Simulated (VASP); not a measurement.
# Si (Cmc2_1) in VASP: single point with r2SCAN

Aim: the single point of Si with r2SCAN.

All numbers are computed with VASP 6.6.1; they aren't measurements. Logs are shortened: lines on timing, memory, paths and dates and some standing lists are left out, and cuts for length are marked.

**1. The cell of the first run**

The structure is orthorhombic, space group Cmc2_1 (No. 36). Conventional cell: a = 3.832 Å, b = 6.637 Å, c = 6.342 Å, α = 90.00°, β = 90.00°, γ = 90.00°. Si (site symmetry m) has 4 Si at 2.35 to 2.37 Å within 3.1 Å. Si (site symmetry m) has 4 Si at 2.35 to 2.37 Å within 3.1 Å.

**2. Single point, r2SCAN (atoms displaced along a vibrational mode)**

POSCAR reads:

```
Si
1.0
   -3.8319083593      0.0000000000      0.0000000000
    0.0000000000      0.0000000000     -6.3418199252
    0.0000000000     -6.6370599682      0.0000000000
Si
8
Direct
    0.5000000000      0.9369091215      0.1704333948
    1.0000000000      0.9369091215      0.6704333948
    0.0000000000      0.4369091215      0.3295666052
    0.5000000000      0.4369091215      0.8295666052
    0.5000000000      0.5630908785      0.1628999386
    1.0000000000      0.5630908785      0.6628999386
    0.0000000000      0.0630908785      0.3371000614
    0.5000000000      0.0630908785      0.8371000614
```

INCAR.step1 reads:

```
SYSTEM = Si
PREC = Accurate
ENCUT = 550
ISMEAR = 0
SIGMA = 0.05
LREAL = .FALSE.
LASPH = .TRUE.
NELM = 120
NBANDS = 26
GGA = PE
ALGO = Normal
EDIFF = 1E-5
LWAVE = .TRUE.
LCHARG = .FALSE.
GGA_COMPAT = .FALSE.
```

INCAR.step2 reads:

```
SYSTEM = Si
PREC = Accurate
ENCUT = 550
EDIFF = 1E-6
ISMEAR = 0
SIGMA = 0.05
LREAL = .FALSE.
LASPH = .TRUE.
NELM = 120
ALGO = Normal
ISIF = 2
LWAVE = .FALSE.
LCHARG = .TRUE.
METAGGA = R2SCAN
LMIXTAU = .TRUE.
LELF = .TRUE.
LVHAR = .TRUE.
NBANDS = 26
ISTART = 1
GGA_COMPAT = .FALSE.
```

KPOINTS reads:

```
regular mesh
0
G
  8 4 4
  0 0 0
```

Potentials or basis: VASP PAW PBE potentials, release 64 (Si).

Started as:

```sh
> cat potpaw_PBE.64/Si/POTCAR > POTCAR
> cp INCAR.step1 INCAR
> mpirun -np 1 vasp_std > vasp.out
> cp INCAR.step2 INCAR
> mpirun -np 1 vasp_std > vasp.out
```

OUTCAR:

```text
SYSTEM = Si
   PREC = Accurate
   ENCUT = 550
   EDIFF = 1E-6
   ISMEAR = 0
   LREAL = .FALSE.
   LASPH = .TRUE.
   NELM = 120
   ISIF = 2
   METAGGA = R2SCAN
   ISTART = 1

 ion  position               nearest neighbor table
   1  0.500  0.937  0.170-   7 2.35   7 2.35   8 2.35   5 2.37
   2  0.000  0.937  0.670-   8 2.35   8 2.35   7 2.35   6 2.37
   3  0.000  0.437  0.330-   5 2.35   5 2.35   6 2.35   7 2.37
   4  0.500  0.437  0.830-   6 2.35   6 2.35   5 2.35   8 2.37
   5  0.500  0.563  0.163-   3 2.35   3 2.35   4 2.35   1 2.37
   6  0.000  0.563  0.663-   4 2.35   4 2.35   3 2.35   2 2.37
   7  0.000  0.063  0.337-   1 2.35   1 2.35   2 2.35   3 2.37
   8  0.500  0.063  0.837-   2 2.35   2 2.35   1 2.35   4 2.37

  LATTYP: Found a simple orthorhombic cell.
 ALAT       =     3.8319083593
 B/A-ratio  =     1.6550030247
 C/A-ratio  =     1.7320508076

  Lattice vectors:

 A1 = (  -3.8319083593,   0.0000000000,   0.0000000000)
 A2 = (   0.0000000000,   0.0000000000,  -6.3418199252)
 A3 = (   0.0000000000,  -6.6370599682,   0.0000000000)

Analysis of symmetry for initial positions (statically):
=====================================================================
 Subroutine PRICEL returns following result:

  LATTYP: Found a hexagonal cell.
 ALAT       =     3.8319083593
 C/A-ratio  =     1.6550030248

  Lattice vectors:

 A1 = (  -1.9159541796,  -3.3185299841,   0.0000000000)
 A2 = (  -1.9159541796,   3.3185299841,   0.0000000000)
 A3 = (   0.0000000000,   0.0000000000,  -6.3418199252)

   2 primitive cells build up your supercell.

 Routine SETGRP: Setting up the symmetry group for a
 simple orthorhombic supercell.

 Subroutine GETGRP returns: Found  4 space group operations
 (whereof  2 operations were pure point group operations)
 out of a pool of  8 trial point group operations.

The static configuration has the point symmetry C_1h.
 The point group associated with its full space group is C_2v.

Analysis of symmetry for dynamics (positions and initial velocities):
=====================================================================
 Subroutine PRICEL returns following result:

  LATTYP: Found a hexagonal cell.
 ALAT       =     3.8319083593
 C/A-ratio  =     1.6550030248

  Lattice vectors:

 A1 = (  -1.9159541796,  -3.3185299841,   0.0000000000)
 A2 = (  -1.9159541796,   3.3185299841,   0.0000000000)
 A3 = (   0.0000000000,   0.0000000000,  -6.3418199252)

   2 primitive cells build up your supercell.

 Routine SETGRP: Setting up the symmetry group for a
 simple orthorhombic supercell.

 Subroutine GETGRP returns: Found  4 space group operations
 (whereof  2 operations were pure point group operations)
 out of a pool of  8 trial point group operations.

The dynamic configuration has the point symmetry C_1h.
 The point group associated with its full space group is C_2v.

 Subroutine INISYM returns: Found  4 space group operations
 (whereof  2 operations are pure point group operations),
 and found     2 'primitive' translations

----------------------------------------------------------------------------------------

                                     Primitive cell

  volume of cell :      80.6445

  direct lattice vectors                    reciprocal lattice vectors
    -1.915954180 -3.318529984  0.000000000    -0.260966575 -0.150669122  0.000000000
    -1.915954180  3.318529984  0.000000000    -0.260966575  0.150669122  0.000000000
     0.000000000  0.000000000 -6.341819925     0.000000000  0.000000000 -0.157683443

  length of vectors
     3.831908359  3.831908359  6.341819925     0.301338245  0.301338245  0.157683443

  position of ions in fractional coordinates (direct lattice)
     0.670433395  0.329566605  0.936909122
     0.329566605  0.670433395  0.436909122
     0.662899939  0.337100061  0.563090878
     0.337100061  0.662899939  0.063090878

  ion indices of the primitive-cell ions
   primitive index   ion index
                 1           1
                 2           4
                 3           5
                 4           8

----------------------------------------------------------------------------------------

 KPOINTS: regular mesh

Automatic generation of k-mesh.
 Grid dimensions read from file:
 generate k-points for:    8    4    4

 Generating k-lattice:

  Cartesian coordinates                     Fractional coordinates (reciprocal lattice)
    -0.032620822  0.000000000  0.000000000     0.125000000  0.000000000  0.000000000
     0.000000000  0.000000000 -0.039420861     0.000000000  0.250000000  0.000000000
     0.000000000 -0.037667281  0.000000000     0.000000000  0.000000000  0.250000000

  Length of vectors
     0.032620822  0.039420861  0.037667281

  Shift w.r.t. Gamma in fractional coordinates (k-lattice)
     0.000000000  0.000000000  0.000000000

 Subroutine IBZKPT returns following result:
 ===========================================

 Found     45 irreducible k-points:

 Following reciprocal coordinates:
            Coordinates               Weight
  0.000000  0.000000  0.000000      1.000000
  0.125000  0.000000  0.000000      2.000000
  0.250000  0.000000  0.000000      2.000000
  0.375000  0.000000  0.000000      2.000000
  0.500000  0.000000  0.000000      1.000000
  0.000000  0.250000  0.000000      2.000000
[... 16 lines left out ...]
  0.250000  0.250000  0.250000      8.000000
  0.375000  0.250000  0.250000      8.000000
 [... further k-points ...]
   k-points           NKPTS =     45   k-points in BZ     NKDIM =     45   number of bands    NBANDS=     26
   number of dos      NEDOS =    301   number of ions     NIONS =      8
   total plane-waves  NPLWV =  81000
   dimension x,y,z NGX =    30 NGY =   50 NGZ =   54
   dimension x,y,z NGXF=    60 NGYF=  100 NGZF=  108
   ions per type =               8
   NGX,Y,Z   is equivalent  to a cutoff of  13.02, 13.11, 13.53 a.u.
   NGXF,Y,Z  is equivalent  to a cutoff of  26.03, 26.21, 27.05 a.u.
 SYSTEM =  Si
   PREC   = accura    normal or accurate (medium, high low for compatibility)
   ISTART =      1    job   : 0-new  1-cont  2-samecut
   ICHARG =      0    charge: 1-file 2-atom 10-const
   ISPIN  =      1    spin polarized calculation?
   LNONCOLLINEAR =      F non collinear calculations
   LSORBIT =      F    spin-orbit coupling
   LASPH  =      T    aspherical Exc in radial PAW
   ENCUT  =  550.0 eV  40.42 Ry    6.36 a.u.   7.33 12.13 12.69*2*pi/ulx,y,z
   NELM   =    120;   NELMIN=  2; NELMDL=  0     # of ELM steps
   EDIFF  = 0.1E-05   stopping-criterion for ELM
   LREAL  =      F    real-space projection
   EDIFFG = 0.1E-04   stopping-criterion for IOM
   NSW    =      0    number of steps for IOM
   IBRION =     -1    ionic relax: 0-MD 1-quasi-New 2-CG
   NFREE  =      0    steps in history (QN), initial steepest desc. (CG)
   ISIF   =      2    stress and relaxation
   ISYM   =      2    0-nonsym 1-usesym 2-fastsym
   POTIM  = 0.5000    time-step for ionic-motion
   TEBEG  =    0.0;   TEEND  =   0.0 temperature during run
   PSTRESS=    0.0 pullay stress
   NELECT =      32.0000    total number of electrons
   NUPDOWN=      -1.0000    fix difference up-down
   EMIN   =  10.00;   EMAX   =-10.00  energy-range for DOS
   EFERMI =   0.00;   METHOD = LEGACY
   ISMEAR =     0;   SIGMA  =   0.05  broadening in eV -4-tet -1-fermi 0-gaus
   EFERMI_NEDOS =   21; number of points for ismear=-14 and -15
   IALGO  =     38    algorithm
   IMIX   =      4    mixing-type and parameters
     AMIX     =   0.40;   BMIX     =  1.00
     AMIX_MAG =   1.60;   BMIX_MAG =  1.00
  volume/ion in A,a.u.               =      20.16       136.05
  Fermi-wavevector in a.u.,A,eV,Ry     =   0.954824  1.804355 12.404275  0.911688
  Thomas-Fermi vector in A             =   2.083606
   LORBIT       =      0    0 simple, 1 ext, 2 COOP (PROOUT), +10 PAW based schemes
   METAGGA = R2SCAN    functional components
   LHFCALC =     F    Hartree Fock is set to
   AEXX    =    0.0000 exact exchange contribution
   IVDW    =     0    specifies the selected vdW correction
   LEPSILON=     F    determine dielectric tensor
   LRPA    =     F    only Hartree local field effects (RPA)
 non-spin polarized calculation
 Gauss-broadening in eV      SIGMA  =   0.05
  energy-cutoff  :      550.00
  volume of cell :      161.29
 maximum number of plane-waves:      4756
 NGX is ok and might be reduce to    30
   NGX = 15   NGY = 25   NGZ = 25

 number of electron      32.0000000 magnetization

 Free energy of the ion-electron system (eV)
  ---------------------------------------------------
  ext. energy  EPLUGINS =         0.00000000
  ---------------------------------------------------
  free energy    TOTEN  =       -70.09194395 eV

  energy without entropy =      -70.09194395  energy(sigma->0) =      -70.09194395

 E-fermi :   6.2059     XC(G=0):  -9.8236

 val. band max:        5.9367962632   @ k =   0.0000   0.0000   0.0000
 cond. band min:       6.5617839819   @ k =   0.0000   0.0000   0.0000
 fundamental gap:      0.6249877187
 Fermi energy:         6.2058512162

 k-point     1 :       0.0000    0.0000    0.0000
  band No.  band energies     occupation
      1      -6.8229      2.00000
      2      -4.5252      2.00000
      3      -4.4327      2.00000
      4      -2.8667      2.00000
      5      -2.0186      2.00000
      6      -1.5836      2.00000
[... 18 lines left out ...]
     25      10.0191      0.00000
     26      10.3851      0.00000

 k-point     2 :       0.1250    0.0000    0.0000
  band No.  band energies     occupation
      1      -6.6795      2.00000
      2      -4.3782      2.00000
      3      -4.2858      2.00000
      4      -2.8925      2.00000
      5      -1.8633      2.00000
      6      -1.5095      2.00000
[... 18 lines left out ...]
     25      10.3817      0.00000
[... 608 lines left out ...]
     25      10.7033      0.00000
     26      11.2543      0.00000

 k-point    24 :       0.3750    0.2500    0.2500
  band No.  band energies     occupation
      1      -5.2043      2.00000
      2      -4.0853      2.00000
      3      -3.6980      2.00000
      4      -3.0145      2.00000
      5      -1.9130      2.00000
      6      -1.1935      2.00000
[... 18 lines left out ...]
     25      10.4552      0.00000
     26      10.8393      0.00000

 [... further k-points ...]

------------------------ aborting loop because EDIFF is reached ----------------------------------------

  FORCE on cell =-STRESS in cart. coord.  units (eV):
  Direction    XX          YY          ZZ          XY          YZ          ZX
  --------------------------------------------------------------------------------------
  -------------------------------------------------------------------------------------
  Total       -0.1856443     -0.2507196     -0.2983120      0.0000000      0.0000000      0.0000000
  in kB       -1.8441124     -2.4905430     -2.9633063      0.0000000      0.0000000      0.0000000
  external PRESSURE =      -2.4326539 kB  Pullay stress =       0.0000000 kB

 VOLUME and BASIS-vectors are now :
 -----------------------------------------------------------------------------
  energy-cutoff  :      550.00
  volume of cell :      161.29
      direct lattice vectors                 reciprocal lattice vectors
    -3.831908359  0.000000000  0.000000000    -0.260966575  0.000000000  0.000000000
     0.000000000  0.000000000 -6.341819925     0.000000000  0.000000000 -0.157683443
     0.000000000 -6.637059968  0.000000000     0.000000000 -0.150669122  0.000000000

 POSITION                                       TOTAL-FORCE (eV/Angst)
 -----------------------------------------------------------------------------------
     -1.91595     -1.13118     -5.94171        -0.000000      0.032412     -0.001688
      0.00000     -4.44971     -5.94171         0.000000      0.032412     -0.001688
      0.00000     -2.18735     -2.77080        -0.000000     -0.032412     -0.001688
     -1.91595     -5.50588     -2.77080        -0.000000     -0.032412     -0.001688
     -1.91595     -1.08118     -3.57102        -0.000000     -0.030883      0.001688
      0.00000     -4.39971     -3.57102        -0.000000     -0.030883      0.001688
      0.00000     -2.23735     -0.40011        -0.000000      0.030883      0.001688
     -1.91595     -5.55588     -0.40011        -0.000000      0.030883      0.001688
 -----------------------------------------------------------------------------------
    total drift:                                0.000000     -0.000000     -0.000000

  FREE ENERGIE OF THE ION-ELECTRON SYSTEM (eV)
  ---------------------------------------------------
  free  energy   TOTEN  =       -70.0919439466 eV

  energy  without entropy=      -70.0919439466  energy(sigma->0) =      -70.09194395
```

Wall time 13 min (1 thread of Oxide Virtual Turin-like, shared host); peak memory 0.33 GiB.

What came out:

```yaml
Free_energy: -70.0919 eV
Pressure: -0.2 GPa
Largest_force: 0.032 eV/Å
Band_gap_on_the_k_mesh: 0.62 eV
```

Forces on the atoms (eV/Å):
```
Si   0.000  0.032 -0.002
Si   0.000  0.032 -0.002
Si   0.000 -0.032 -0.002
Si   0.000 -0.032 -0.002
Si   0.000 -0.031  0.002
Si   0.000 -0.031  0.002
Si   0.000  0.031  0.002
Si   0.000  0.031  0.002
```

Caveat: the cell differs from its parent crystal (atoms displaced along a vibrational mode); the PAW data sets were made with another functional, which shifts forces and pressure a little.
